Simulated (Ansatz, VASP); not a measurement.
## GeN2: VASP beside Ansatz

File INCAR:

```
PREC = Accurate ; ENCUT = 520
EDIFF = 1E-6 ; ISMEAR = 0
SIGMA = 0.1 ; LREAL = False
LASPH = True ; NELM = 80
ALGO = Normal ; ISIF = 2
LWAVE = False ; LCHARG = False
LDIPOL = True ; IDIPOL = 3
DIPOL = 0.5 0.5 0.500 ; GGA = PE
NBANDS = 19
```

KPOINTS

```
Automatic mesh
0
Gamma
  6 6 1
```

POSCAR

```
GeN2
1.0
    2.9792139800      0.0000000000      0.0000000000
   -1.4186786400      2.6279860900      0.0000000000
    0.0000000000      0.0000000000     17.0000000000
Ge N
1 2
Direct
    0.0000000000      0.0000000000      0.5000000000
    0.6417691400      0.2851402700      0.4382069200
    0.3582308600      0.7148597300      0.5617930800
```

Input for Ansatz:

```yaml
crystal:
  lattice:
    - [2.97921398, 0.0, 0.0]
    - [-1.41867864, 2.62798609, 0.0]
    - [0.0, 0.0, 17.0]
  atoms:
    - { symbol: Ge, position: [0.0, 0.0, 0.5] }
    - { symbol: "N", position: [0.64176914, 0.28514027, 0.43820692] }
    - { symbol: "N", position: [0.35823086, 0.71485973, 0.56179308] }
  periodic: [true, true, false]
basis:
  ecutwfc: 420
kpoints:
  mp_grid: { grid: [6, 6, 1] }
hamiltonian:
  xc: pbe
scf:
  occupations: { method: gaussian, width: 0.1 }
  lower_state_search: "off"
output:
  forces: true
  stress: true
  eigenvalues: true
```

Change from the starting cell: species swapped into a sheet of the NiO2 type.

Alike in both runs: task single point; functional PBE; k mesh 6 × 6 × 1; occupations gaussian, width 0.1 eV; no spin polarisation.

|  | VASP | Ansatz |
| --- | --- | --- |
| version | VASP 6.6.1 | Ansatz 0.2.0 |
| potentials or method | VASP PAW PBE potentials, release 64 (Ge_d, N), cutoff 520 eV | scalar-relativistic, plane waves, PAW |
| valence electrons in the cell | 24 | 24 |

|  | VASP | Ansatz | Ansatz less VASP |
| --- | --- | --- | --- |
| gap on the k mesh at the Fermi level (eV) | none | none | - |
| rms of the force components (eV/Å) | 0.601 | 0.603 | +0.0023 |

Atom by atom the forces differ by 0.004 eV/Å (rms over components). A gap of «none» marks a metal or a gap that the smearing closes. The functional is the same, so the differences come from potentials, cutoffs and numerics. Ansatz's warnings: slab cell height set.

The k mesh is coarse, so the values compare programs but aren't converged.
